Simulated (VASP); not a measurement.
# Y (P6_3/mmc) in VASP: notebook, part 2 of 2

VASP 6.6.1. Earlier steps stand in the parts before.

## (3) Relaxation of cell and atoms, LDA

This run uses another cell than the first one, of 33.01 Å³/atom.

Input file INCAR:

```
PREC = Accurate
ENCUT = 500
EDIFF = 1E-7
ISMEAR = -1
SIGMA = 0.05
LREAL = F
LASPH = T
NELM = 120
ALGO = Normal
ISIF = 3
LWAVE = F
LCHARG = F
IBRION = 2
NSW = 100
EDIFFG = -0.003
GGA_COMPAT = F
NELMIN = 4
```

Input file KPOINTS:

```
regular mesh
0
Gamma
  16 16 9
```

Input file POSCAR:

```
Y
1.0
    3.6474000000      0.0000000000      0.0000000000
   -1.8237000000      3.1587410578      0.0000000000
    0.0000000000      0.0000000000      5.7306000000
Y
2
Direct
    0.3333333333      0.6666666667      0.2500000000
    0.6666666667      0.3333333333      0.7500000000
```

Potentials or basis: VASP PAW LDA potentials, release 64 (Y_sv).

Run with:

```sh
$ cat potpaw_LDA.64/Y_sv/POTCAR > POTCAR
$ mpirun -np 1 vasp_std > vasp.out
```

OUTCAR:

```text
PREC = Accurate
   ENCUT = 500
   EDIFF = 1E-7
   ISMEAR = -1
   LREAL = F
   LASPH = T
   NELM = 120
   ISIF = 3
   IBRION = 2
   NSW = 100
   EDIFFG = -0.003
   NELMIN = 4

 ion  position               nearest neighbor table
   1  0.333  0.667  0.250-   2 3.56   2 3.56   2 3.56   2 3.56   2 3.56   2 3.56
   2  0.667  0.333  0.750-   1 3.56   1 3.56   1 3.56   1 3.56   1 3.56   1 3.56

  LATTYP: Found a hexagonal cell.
 ALAT       =     3.6474000000
 C/A-ratio  =     1.5711465702

  Lattice vectors:

 A1 = (   3.6474000000,   0.0000000000,   0.0000000000)
 A2 = (  -1.8237000000,   3.1587410578,   0.0000000000)
 A3 = (   0.0000000000,   0.0000000000,   5.7306000000)

Analysis of symmetry for initial positions (statically):
=====================================================================
 Subroutine PRICEL returns:
 Original cell was already a primitive cell.

 Routine SETGRP: Setting up the symmetry group for a
 hexagonal supercell.

 Subroutine GETGRP returns: Found 24 space group operations
 (whereof 12 operations were pure point group operations)
 out of a pool of 24 trial point group operations.

The static configuration has the point symmetry D_3d.
 The point group associated with its full space group is D_6h.

Analysis of symmetry for dynamics (positions and initial velocities):
=====================================================================
 Subroutine PRICEL returns:
 Original cell was already a primitive cell.

 Routine SETGRP: Setting up the symmetry group for a
 hexagonal supercell.

 Subroutine GETGRP returns: Found 24 space group operations
 (whereof 12 operations were pure point group operations)
 out of a pool of 24 trial point group operations.

The dynamic configuration has the point symmetry D_3d.
 The point group associated with its full space group is D_6h.

 Subroutine INISYM returns: Found 24 space group operations
 (whereof 12 operations are pure point group operations),
 and found     1 'primitive' translations

----------------------------------------------------------------------------------------

                                     Primitive cell

  volume of cell :      66.0233

  direct lattice vectors                    reciprocal lattice vectors
     3.647400000  0.000000000  0.000000000     0.274167900  0.158290911  0.000000000
    -1.823700000  3.158741058  0.000000000     0.000000000  0.316581822  0.000000000
     0.000000000  0.000000000  5.730600000     0.000000000  0.000000000  0.174501797

  length of vectors
     3.647400000  3.647400000  5.730600000     0.316581822  0.316581822  0.174501797

  position of ions in fractional coordinates (direct lattice)
     0.333333333  0.666666667  0.250000000
     0.666666667  0.333333333  0.750000000

  ion indices of the primitive-cell ions
   primitive index   ion index
                 1           1
                 2           2

----------------------------------------------------------------------------------------

 KPOINTS: regular mesh

Automatic generation of k-mesh.
 Grid dimensions read from file:
 generate k-points for:   16   16    9

 Generating k-lattice:

  Cartesian coordinates                     Fractional coordinates (reciprocal lattice)
     0.017135494  0.009893182  0.000000000     0.062500000 -0.000000000  0.000000000
     0.000000000  0.019786364  0.000000000     0.000000000  0.062500000  0.000000000
     0.000000000  0.000000000  0.019389089     0.000000000  0.000000000  0.111111111

  Length of vectors
     0.019786364  0.019786364  0.019389089

  Shift w.r.t. Gamma in fractional coordinates (k-lattice)
     0.000000000  0.000000000  0.000000000

 Subroutine IBZKPT returns following result:
 ===========================================

 Found    150 irreducible k-points:

 Following reciprocal coordinates:
            Coordinates               Weight
  0.000000  0.000000  0.000000      1.000000
  0.062500  0.000000  0.000000      6.000000
  0.125000  0.000000  0.000000      6.000000
  0.187500  0.000000  0.000000      6.000000
  0.250000  0.000000  0.000000      6.000000
  0.312500 -0.000000  0.000000      6.000000
[... 16 lines left out ...]
  0.187500  0.187500  0.000000      6.000000
  0.250000  0.187500  0.000000     12.000000
 [... further k-points ...]
   k-points           NKPTS =    150   k-points in BZ     NKDIM =    150   number of bands    NBANDS=     15
   number of dos      NEDOS =    301   number of ions     NIONS =      2
   total plane-waves  NPLWV =  32928
   dimension x,y,z NGX =    28 NGY =   28 NGZ =   42
   dimension x,y,z NGXF=    56 NGYF=   56 NGZF=   84
   ions per type =               2
   NGX,Y,Z   is equivalent  to a cutoff of  12.76, 12.76, 12.18 a.u.
   NGXF,Y,Z  is equivalent  to a cutoff of  25.52, 25.52, 24.37 a.u.
 SYSTEM =  unknown system
   PREC   = accura    normal or accurate (medium, high low for compatibility)
   ISTART =      0    job   : 0-new  1-cont  2-samecut
   ICHARG =      2    charge: 1-file 2-atom 10-const
   ISPIN  =      1    spin polarized calculation?
   LNONCOLLINEAR =      F non collinear calculations
   LSORBIT =      F    spin-orbit coupling
   LASPH  =      T    aspherical Exc in radial PAW
   ENCUT  =  500.0 eV  36.75 Ry    6.06 a.u.   6.65  6.65 10.45*2*pi/ulx,y,z
   NELM   =    120;   NELMIN=  4; NELMDL= -5     # of ELM steps
   EDIFF  = 0.1E-06   stopping-criterion for ELM
   LREAL  =      F    real-space projection
   EDIFFG = -.3E-02   stopping-criterion for IOM
   NSW    =    100    number of steps for IOM
   IBRION =      2    ionic relax: 0-MD 1-quasi-New 2-CG
   NFREE  =      1    steps in history (QN), initial steepest desc. (CG)
   ISIF   =      3    stress and relaxation
   ISYM   =      2    0-nonsym 1-usesym 2-fastsym
   POTIM  = 0.5000    time-step for ionic-motion
   TEBEG  =    0.0;   TEEND  =   0.0 temperature during run
   PSTRESS=    0.0 pullay stress
   NELECT =      22.0000    total number of electrons
   NUPDOWN=      -1.0000    fix difference up-down
   EMIN   =  10.00;   EMAX   =-10.00  energy-range for DOS
   EFERMI =   0.00;   METHOD = LEGACY
   ISMEAR =    -1;   SIGMA  =   0.05  broadening in eV -4-tet -1-fermi 0-gaus
   EFERMI_NEDOS =   21; number of points for ismear=-14 and -15
   IALGO  =     38    algorithm
   IMIX   =      4    mixing-type and parameters
     AMIX     =   0.40;   BMIX     =  1.00
     AMIX_MAG =   1.60;   BMIX_MAG =  1.00
  volume/ion in A,a.u.               =      33.01       222.77
  Fermi-wavevector in a.u.,A,eV,Ry     =   1.134967  2.144777 17.526345  1.288150
  Thomas-Fermi vector in A             =   2.271671
   LORBIT       =      0    0 simple, 1 ext, 2 COOP (PROOUT), +10 PAW based schemes
   GGA     = CA    functional components
   LHFCALC =     F    Hartree Fock is set to
   AEXX    =    0.0000 exact exchange contribution
   IVDW    =     0    specifies the selected vdW correction
   LEPSILON=     F    determine dielectric tensor
   LRPA    =     F    only Hartree local field effects (RPA)
 conjugate gradient relaxation of ions
 non-spin polarized calculation
  energy-cutoff  :      500.00
  volume of cell :       66.02
 maximum number of plane-waves:      1713
 NGX is ok and might be reduce to    28
   NGX = 13   NGY = 13   NGZ = 21

--------------------------------------- Ionic step        1  -------------------------------------------

 number of electron      21.9999999 magnetization

 Free energy of the ion-electron system (eV)
  ---------------------------------------------------
  ext. energy  EPLUGINS =         0.00000000
  ---------------------------------------------------
  free energy    TOTEN  =       -13.82466599 eV

  energy without entropy =      -13.79062916  energy(sigma->0) =      -13.80764758

 E-fermi :   2.8060     XC(G=0):  -9.6221

 val. band max:        2.8002627017   @ k =   0.4375   0.0625   0.4444
 cond. band min:       2.8165305692   @ k =   0.4375   0.0625   0.3333
 fundamental gap:      0.0162678676
 Fermi energy:         2.8059565543

 k-point     1 :       0.0000    0.0000    0.0000
  band No.  band energies     occupation
      1     -39.6666      2.00000
      2     -39.5931      2.00000
      3     -20.0647      2.00000
      4     -19.5904      2.00000
      5     -19.5904      2.00000
      6     -19.5011      2.00000
      7     -19.5011      2.00000
      8     -19.4672      2.00000
      9      -1.8655      2.00000
     10       0.9270      2.00000
     11       3.7470      0.00000
     12       4.4897      0.00000
     13       4.4897      0.00000
     14       4.7743      0.00000
     15       5.0799      0.00000
[... 663 lines left out ...]
  energy  without entropy=      -13.8755718803  energy(sigma->0) =      -13.89152368

--------------------------------------- Ionic step        8  -------------------------------------------

 number of electron      22.0000000 magnetization

 Free energy of the ion-electron system (eV)
  ---------------------------------------------------
  ext. energy  EPLUGINS =         0.00000000
  ---------------------------------------------------
  free energy    TOTEN  =       -13.90748210 eV

  energy without entropy =      -13.87560224  energy(sigma->0) =      -13.89154217

 E-fermi :   3.3175     XC(G=0): -10.0212

 val. band max:        3.3123733268   @ k =   0.2500   0.1250   0.1111
 cond. band min:       3.3183450867   @ k =   0.5000   0.0000   0.3333
 fundamental gap:      0.0059717599
 Fermi energy:         3.3175124165

 k-point     1 :       0.0000    0.0000    0.0000
  band No.  band energies     occupation
      1     -38.9251      2.00000
      2     -38.8086      2.00000
      3     -19.4680      2.00000
      4     -18.8040      2.00000
      5     -18.8040      2.00000
      6     -18.6778      2.00000
      7     -18.6778      2.00000
      8     -18.6273      2.00000
      9      -1.5046      2.00000
     10       1.2891      2.00000
     11       4.6470      0.00000
     12       5.0710      0.00000
     13       5.0710      0.00000
     14       5.4705      0.00000
     15       5.7621      0.00000
[... 443 lines left out ...]
  FREE ENERGIE OF THE ION-ELECTRON SYSTEM (eV)
  ---------------------------------------------------
  free  energy   TOTEN  =       -13.9074820990 eV

  energy  without entropy=      -13.8756022445  energy(sigma->0) =      -13.89154217

 reached required accuracy - stopping structural energy minimisation
```

OSZICAR:

```text
N       E                     dE             d eps       ncg     rms          rms(c)
DAV:   1     0.848968121415E+02    0.84897E+02   -0.11434E+04  4500   0.135E+03
DAV:   2    -0.689310443234E+01   -0.91790E+02   -0.90907E+02  5586   0.280E+02
DAV:   3    -0.141457789876E+02   -0.72527E+01   -0.71997E+01  8611   0.469E+01
[... 75 lines left out ...]
DAV:   3    -0.139074695416E+02    0.35388E-04   -0.28033E-04  7173   0.920E-02    0.232E-02
DAV:   4    -0.139074760969E+02   -0.65553E-05   -0.19499E-05  5271   0.271E-02    0.113E-02
DAV:   5    -0.139074817579E+02   -0.56610E-05   -0.13347E-05  7566   0.149E-02    0.397E-03
DAV:   6    -0.139074820118E+02   -0.25393E-06   -0.50313E-07  5318   0.426E-03    0.243E-03
DAV:   7    -0.139074820990E+02   -0.87161E-07   -0.12490E-07  3230   0.283E-03
   8 F= -.13907482E+02 E0= -.13891542E+02  d E =-.236077E-04
```

Run time: 12 min. Hardware: 1 thread of Intel Xeon 6975P-C (Granite Rapids), shared host; peak memory 0.27 GiB.

What came out:

| Property | Result |
| --- | --- |
| Free energy | -13.9075 eV |
| Relaxed volume | 29.84 Å³/atom |
| Relaxed cell | a = 3.536 Å, b = 3.536 Å, c = 5.512 Å, α = 90.00°, β = 90.00°, γ = 120.00° |
| Space group after relaxing (to 0.1 Å) | P6_3/mmc (No. 194) |
| Energy gained by relaxing | 41.4 meV/atom |
| Ionic steps | 8 |
| Pressure after relaxing | 0.0 GPa |
| Band gap on the k mesh | zero (bands 11 and 12 overlap by 1.77 eV) |

The path:
```csv
step,energy change (eV),largest force (eV/Å),pressure (GPa),volume (Å³)
1,0.0000,0.0000,-3.89,66.02
2,-0.0803,0.0000,0.80,58.65
3,-0.0828,0.0000,0.01,59.66
4,-0.0828,0.0000,-0.08,59.79
5,-0.0828,0.0000,-0.08,59.79
6,-0.0828,0.0000,-0.08,59.79
7,-0.0828,0.0000,-0.04,59.75
8,-0.0828,0.0000,0.00,59.69
```

Final structure:
```cif
data_structure
_symmetry_space_group_name_H-M 'P 1'
_symmetry_Int_Tables_number 1
_cell_length_a 3.5361
_cell_length_b 3.5361
_cell_length_c 5.5119
_cell_angle_alpha 90.000
_cell_angle_beta 90.000
_cell_angle_gamma 120.000
_cell_volume 59.69
loop_
_atom_site_label
_atom_site_type_symbol
_atom_site_fract_x
_atom_site_fract_y
_atom_site_fract_z
_atom_site_occupancy
Y1 Y 0.33333 0.66667 0.25000 1
Y2 Y 0.66667 0.33333 0.75000 1
```

LDA usually gives volumes a few per cent too small. Zero-point motion and thermal expansion aren't in these numbers.
